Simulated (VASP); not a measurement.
# Si in VASP: single point with LDA

Aim: the single point of Si with LDA.

All numbers are computed with VASP 6.6.1; they aren't measurements. Logs are shortened: lines on timing, memory, paths and dates and some standing lists are left out, and cuts for length are marked.

## (1) The cell of the first run

The cell holds a slab with vacuum, 5 atoms: a = 3.820 Å, b = 3.820 Å, c = 19.377 Å, α = 90.00°, β = 90.00°, γ = 120.00°.

## (2) Single point, LDA, collinear spin

Contents of INCAR:

```
SYSTEM = Si
PREC     = Accurate       ! precision mode
ENCUT    = 520            ! plane-wave cutoff, eV
EDIFF    = 1E-6           ! SCF threshold, eV
ISMEAR   = 0              ! smearing method
SIGMA    = 0.05           ! smearing width, eV
LREAL    = .False.        ! projectors in reciprocal space
LASPH    = .True.         ! aspherical terms in the spheres
NELM     = 150            ! most SCF steps
ALGO     = Normal         ! electronic algorithm
ISIF     = 2              ! what is computed and relaxed
LWAVE    = .False.        ! write WAVECAR
LCHARG   = .False.        ! write CHGCAR
ISPIN    = 2              ! spin polarisation
MAGMOM   = 0 0 0 0 2      ! initial moments
LORBIT   = 11             ! projections on sites
LDIPOL   = .True.       
IDIPOL   = 3            
DIPOL    = 0.5 0.5 0.351
GGA      = CA             ! functional
NBANDS   = 22             ! bands
```

Contents of KPOINTS:

```
regular mesh
0
Gamma
  9 9 1
  0 0 0
```

Contents of POSCAR:

```
Si
1.0
    3.8195065206      0.0000000000      0.0000000000
   -1.9097532603      3.3077896768      0.0000000000
    0.0000000000      0.0000000000     19.3772904594
Si
5
Direct
    0.3333333333      0.6666666667      0.2064272096
    0.0000000000      0.0000000000      0.2466626339
    0.0000000000      0.0000000000      0.3734220759
    0.6666666667      0.3333333333      0.4065217723
    0.6666666667      0.5000000000      0.5231054144
```

Potentials or basis: VASP PAW LDA potentials, release 64 (Si).

Launch:

```bash
$ cat potpaw_LDA.64/Si/POTCAR > POTCAR
$ mpirun -np 1 vasp_std > vasp.out
```

OUTCAR:

```text
SYSTEM = Si
   PREC = Accurate
   ENCUT = 520
   EDIFF = 1E-6
   ISMEAR = 0
   LREAL = .False.
   LASPH = .True.
   NELM = 150
   ISIF = 2
   ISPIN = 2
   LORBIT = 11
   GGA = CA

 ion  position               nearest neighbor table
   1  0.333  0.667  0.206-   2 2.34   2 2.34   2 2.34
   2  0.000  0.000  0.247-   1 2.34   1 2.34   1 2.34   3 2.46
   3  0.000  0.000  0.373-   4 2.30   4 2.30   4 2.30   2 2.46
   4  0.667  0.333  0.407-   3 2.30   3 2.30   3 2.30   5 2.35
   5  0.667  0.500  0.523-   4 2.35

  LATTYP: Found a hexagonal cell.
 ALAT       =     3.8195065206
 C/A-ratio  =     5.0732445029

  Lattice vectors:

 A1 = (   3.8195065206,   0.0000000000,   0.0000000000)
 A2 = (  -1.9097532603,   3.3077896768,   0.0000000000)
 A3 = (   0.0000000000,   0.0000000000,  19.3772904594)

Analysis of symmetry for initial positions (statically):
=====================================================================
 Subroutine PRICEL returns:
 Original cell was already a primitive cell.

 Routine SETGRP: Setting up the symmetry group for a
 hexagonal supercell.

 Subroutine GETGRP returns: Found  1 space group operations
 (whereof  1 operations were pure point group operations)
 out of a pool of 24 trial point group operations.

The static configuration has the point symmetry C_1 .

Analysis of symmetry for dynamics (positions and initial velocities):
=====================================================================
 Subroutine PRICEL returns:
 Original cell was already a primitive cell.

 Routine SETGRP: Setting up the symmetry group for a
 hexagonal supercell.

 Subroutine GETGRP returns: Found  1 space group operations
 (whereof  1 operations were pure point group operations)
 out of a pool of 24 trial point group operations.

The dynamic configuration has the point symmetry C_1 .

Analysis of structural, dynamic, and magnetic symmetry:
=====================================================================
 Subroutine PRICEL returns:
 Original cell was already a primitive cell.

 Routine SETGRP: Setting up the symmetry group for a
 hexagonal supercell.

 Subroutine GETGRP returns: Found  1 space group operations
 (whereof  1 operations were pure point group operations)
 out of a pool of 24 trial point group operations.

The overall configuration has the point symmetry C_1 .

 Subroutine INISYM returns: Found  1 space group operations
 (whereof  1 operations are pure point group operations),
 and found     1 'primitive' translations

----------------------------------------------------------------------------------------
[... 144 lines left out ...]

 Free energy of the ion-electron system (eV)
  ---------------------------------------------------
  ext. energy  EPLUGINS =         0.00000000
  ---------------------------------------------------
  free energy    TOTEN  =       -26.02096762 eV

  energy without entropy =      -26.01792638  energy(sigma->0) =      -26.01944700

 E-fermi :  -0.6396     XC(G=0):  -4.8690

 val. band max:       -0.6676219638   @ k =   0.3333   0.3333   0.0000
 cond. band min:      -0.6154130438   @ k =  -0.2222   0.2222   0.0000
 fundamental gap:      0.0522089200
 Fermi energy:        -0.6396412234

 spin component 1

 k-point     1 :       0.0000    0.0000    0.0000
  band No.  band energies     occupation
      1     -12.3509      1.00000
      2     -11.0829      1.00000
      3      -8.2239      1.00000
      4      -5.3342      1.00000
      5      -2.6426      1.00000
      6      -1.8361      1.00000
[... 589 lines left out ...]
     21       6.1585      0.00000
     22       6.6567      0.00000

 [... further k-points ...]

 spin component 2

 k-point     1 :       0.0000    0.0000    0.0000
  band No.  band energies     occupation
      1     -12.3509      1.00000
      2     -11.0830      1.00000
      3      -8.2239      1.00000
      4      -5.3342      1.00000
      5      -2.6426      1.00000
      6      -1.8361      1.00000
[... 589 lines left out ...]
     21       6.1587      0.00000
     22       6.6573      0.00000

 [... further k-points ...]

------------------------ aborting loop because EDIFF is reached ----------------------------------------

 vacuum level on the upper side and lower side of the slab       (xc-potential included)         0.154        -0.168

  FORCE on cell =-STRESS in cart. coord.  units (eV):
  Direction    XX          YY          ZZ          XY          YZ          ZX
  --------------------------------------------------------------------------------------
  -------------------------------------------------------------------------------------
  Total       -2.4229629     -2.4131118     -0.5459540      0.0376348     -0.1913627      0.3043456
  in kB      -15.8569315    -15.7924619     -3.5729622      0.2462987     -1.2523617      1.9917709
  external PRESSURE =     -11.7407852 kB  Pullay stress =       0.0000000 kB

 VOLUME and BASIS-vectors are now :
 -----------------------------------------------------------------------------
  energy-cutoff  :      520.00
  volume of cell :      244.82
      direct lattice vectors                 reciprocal lattice vectors
     3.819506521  0.000000000  0.000000000     0.261813927  0.151158341  0.000000000
    -1.909753260  3.307789677  0.000000000     0.000000000  0.302316682  0.000000000
     0.000000000  0.000000000 19.377290459     0.000000000  0.000000000  0.051606802

 POSITION                                       TOTAL-FORCE (eV/Angst)
 -----------------------------------------------------------------------------------
     -0.00000      2.20519      4.00000        -0.008109     -0.058518      0.736966
      0.00000      0.00000      4.77965        -0.024814      0.062182     -0.590380
      0.00000      0.00000      7.23591        -0.000872      0.076418     -0.685911
      1.90975      1.10260      7.87729        -0.052658     -0.001926      0.515500
      1.59146      1.65389     10.13637         0.086454     -0.078156      0.023825
 -----------------------------------------------------------------------------------
    total drift:                               -0.000065      0.000000     -0.000073

  FREE ENERGIE OF THE ION-ELECTRON SYSTEM (eV)
  ---------------------------------------------------
  free  energy   TOTEN  =       -26.0209676228 eV

  energy  without entropy=      -26.0179263799  energy(sigma->0) =      -26.01944700

 vacuum level on the upper side and lower side of the slab         4.617         4.285

 total charge

# of ion       s       p       d       tot
------------------------------------------
    1        0.808   0.856   0.000   1.663
    2        0.775   0.907   0.000   1.682
    3        0.788   0.913   0.000   1.701
    4        0.766   0.972   0.000   1.739
    5        0.927   0.596   0.000   1.523
--------------------------------------------------
tot          4.064   4.244   0.000   8.308

 magnetization (x)

# of ion       s       p       d       tot
------------------------------------------
    1       -0.000  -0.000   0.000  -0.000
    2        0.000   0.000   0.000   0.000
    3       -0.000  -0.000   0.000  -0.000
    4       -0.000  -0.000   0.000  -0.000
    5       -0.000   0.000   0.000   0.000
--------------------------------------------------
tot         -0.000  -0.000   0.000  -0.000
```

stdout:

```text
POSCAR found type information on POSCAR Si
 POSCAR found :  1 types and       5 ions
 scaLAPACK will be used
 LDA part: xc-table for (Slater(with rela. corr.)+CA(PZ))
 , standard interpolation
 POSCAR, INCAR and KPOINTS ok, starting setup
 FFT: planning ... GRIDC
 FFT: planning ... GRID_SOFT
 FFT: planning ... GRID
 WAVECAR not read
 entering main loop
```

Run time: 5.3 min. Hardware: 1 thread of Intel Xeon 6975P-C (Granite Rapids), shared host; peak memory 0.47 GiB.

What came out:

```
Free energy                                           : -26.0210 eV
Largest force                                         : 0.739 eV/Å
Band gap on the k mesh                                : zero (filled and empty bands overlap)
Net moment                                            : 0.00 μB per cell
Valence electrons inside the program's atomic spheres : Si 1.66, 1.68, 1.70, 1.74, 1.52
```

Forces on the atoms (eV/Å):
```
Si  -0.008 -0.059  0.737
Si  -0.025  0.062 -0.590
Si  -0.001  0.076 -0.686
Si  -0.053 -0.002  0.515
Si   0.086 -0.078  0.024
```

The gap in the log of VASP goes by the Fermi energy; the results here count the filled bands.